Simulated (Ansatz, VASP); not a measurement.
# BP: VASP beside Ansatz

```xyz
2
Lattice="2.2070 2.2070 0.0000 -2.2070 2.2070 0.0000 0.0000 2.2070 2.2070" Properties=species:S:1:pos:R:3 pbc="T T T"
B     0.0000    0.0000    0.0000
P     1.1035    3.3105    1.1035
```

Alike in both runs: task single point; functional LDA; k mesh 8 × 8 × 8; no spin polarisation.

```csv
,VASP,Ansatz
version,VASP 6.6.1,Ansatz 0.2.0
potentials or method,"VASP PAW LDA potentials, release 64 (B, P), cutoff 520 eV","all-electron LAPW, scalar-relativistic"
occupations,"gaussian, width 0.01 eV",fixed
```

```tsv
	VASP	Ansatz	Ansatz less VASP
gap on the k mesh at the Fermi level (eV)	1.13	1.13	+0.002
pressure (GPa)	9.8	10.0	+0.13
```

LDA's correlation is that of Perdew and Zunger in VASP and of Perdew and Wang (1992) in Ansatz. Ansatz ran all-electron here, and VASP with PAW potentials.
